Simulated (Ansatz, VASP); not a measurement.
Two plane-wave programs on HgTe

File INCAR:

```
PREC     = Accurate       # precision mode
ENCUT    = 520            # plane-wave cutoff, eV
EDIFF    = 1E-7           # SCF threshold, eV
ISMEAR   = 0              # smearing method
SIGMA    = 0.15           # smearing width, eV
LREAL    = False          # projectors in reciprocal space
LASPH    = True           # aspherical terms in the spheres
NELM     = 60             # most SCF steps
ALGO     = Normal         # electronic algorithm
ISIF     = 2              # what is computed and relaxed
LWAVE    = False          # write WAVECAR
LCHARG   = False          # write CHGCAR
GGA      = PS             # functional
NBANDS   = 26             # bands
```

File KPOINTS:

```
Automatic mesh
0
Gamma
  12 12 8
```

The input POSCAR:

```
HgTe
1.0
    2.9245567439     -2.9251319001      0.0000000000
    2.9245567439      2.9251319001      0.0000000000
    0.0000000000      0.0000000000      6.0086701413
Hg Te
2 2
Direct
    0.2498182349      0.7501817651      0.7500000000
    0.7501817651      0.2498182349      0.2500000000
    0.7498667075      0.2501332925      0.7500000000
    0.2501332925      0.7498667075      0.2500000000
```

Input for Ansatz:

```yaml
crystal:
  lattice:
    - [2.9245567439, -2.9251319001, 0.0]
    - [2.9245567439, 2.9251319001, 0.0]
    - [0.0, 0.0, 6.0086701413]
  atoms:
    - { symbol: Hg, position: [0.2498182349, 0.7501817651, 0.75] }
    - { symbol: Hg, position: [0.7501817651, 0.2498182349, 0.25] }
    - { symbol: Te, position: [0.7498667075, 0.2501332925, 0.75] }
    - { symbol: Te, position: [0.2501332925, 0.7498667075, 0.25] }
basis:
  ecutwfc: 420
kpoints:
  mp_grid: { grid: [12, 12, 8] }
hamiltonian:
  xc: pbesol
scf:
  occupations: { method: gaussian, width: 0.15 }
output:
  forces: true
  stress: true
  eigenvalues: true
```

Change from the starting cell: strain -0.025 along x and y, +0.000 along z, atoms carried along.

Alike in both runs: task single point; functional PBEsol; k mesh 12 × 12 × 8; occupations gaussian, width 0.15 eV; no spin polarisation.

|  | VASP | Ansatz |
| --- | --- | --- |
| version | VASP 6.6.1 | Ansatz 0.2.0 |
| potentials or method | VASP PAW PBE potentials, release 64 (Hg, Te), cutoff 520 eV | scalar-relativistic, plane waves, PAW |
| valence electrons in the cell | 36 | 72 |

Ansatz gave:

```
gap on the k mesh at the Fermi level (eV)                     : none
pressure (GPa)                                                : 3.6
traceless stress, the component that is largest in VASP (GPa) : -1.39
```

Task: What did VASP give for the same quantities?

Result: gap on the k mesh at the Fermi level (eV): none; pressure (GPa): 3.9; traceless stress, the component that is largest in VASP (GPa): -1.44.

VASP's potentials were made for PBE, not for PBEsol. A gap of «none» marks a metal or a gap that the smearing closes. The functional is the same, so the differences come from potentials, cutoffs and numerics. VASP's potentials hold 36 valence electrons a cell and Ansatz's 72, so a difference there can come from the potentials and not from the codes.

Neither program's run includes spin-orbit coupling.
